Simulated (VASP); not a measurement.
I:

```xyz
4
Lattice="3.6350 -2.3950 0.0000 3.6350 2.3950 0.0000 0.0000 0.0000 9.7934" Properties=species:S:1:pos:R:3 pbc="T T T"
I     3.6350   -0.7152    3.7646
I     3.6350    1.6799    1.1321
I     3.6350    0.7152    6.0288
I     3.6350   -1.6799    8.6613
```

- Program: VASP 6.6.1
- Task: relaxation of cell and atoms
- Functional: PBE
- Potentials or basis: VASP PAW PBE potentials, release 64 (I)
- Cutoff: 600 eV
- k mesh: 5 × 5 × 3
- Occupations: fermi-dirac, width 0.05 eV
- Spin: no spin polarisation

At the start: pressure 1.7 GPa; volume 42.63 Å³/atom.

How do energy, volume and symmetry change on relaxing?

Over 16 steps the energy falls by 50.6 meV/atom and the volume is 51.37 Å³/atom (+20.5 %); space group Cmce (No. 64, to 0.1 Å) before and after.

Step by step:
```
step  energy change (eV)  largest force (eV/Å)  pressure (GPa)  volume (Å³)
   1              0.0000                0.8411            1.74       170.52
   2             -0.0406                0.2852           -1.03       182.22
   3             -0.0756                0.1376           -0.05       177.14
   4             -0.1043                0.1179           -0.03       178.25
   5             -0.1593                0.0570            0.20       181.32
   6             -0.0990                0.3571            1.36       186.36
   7             -0.1679                0.0826            0.42       182.73
   8             -0.1739                0.1940           -0.28       189.30
   9             -0.1753                0.1365           -0.07       187.24
  10             -0.1864                0.1042           -0.08       191.20
  11             -0.2004                0.0218           -0.06       200.99
  12             -0.2019                0.0146           -0.04       204.58
  13             -0.2020                0.0250           -0.03       205.86
  14             -0.2023                0.0179            0.05       205.30
  15             -0.2023                0.0182            0.04       205.33
  16             -0.2025                0.0087            0.01       205.47
```

Final structure:
```xyz
4
Lattice="4.5255 -2.3130 0.0000 4.5255 2.3130 0.0000 0.0000 0.0000 9.8150" Properties=species:S:1:pos:R:3 pbc="T T T"
I     4.5255   -0.7341    3.7096
I     4.5255    1.5788    1.1979
I     4.5255    0.7341    6.1053
I     4.5255   -1.5788    8.6171
```

Caveat: the volume moved by over 15 % at a fixed basis, so the end points are rough; this functional lacks dispersion, which holds the molecules together, so the pressure and a relaxed volume are unreliable.
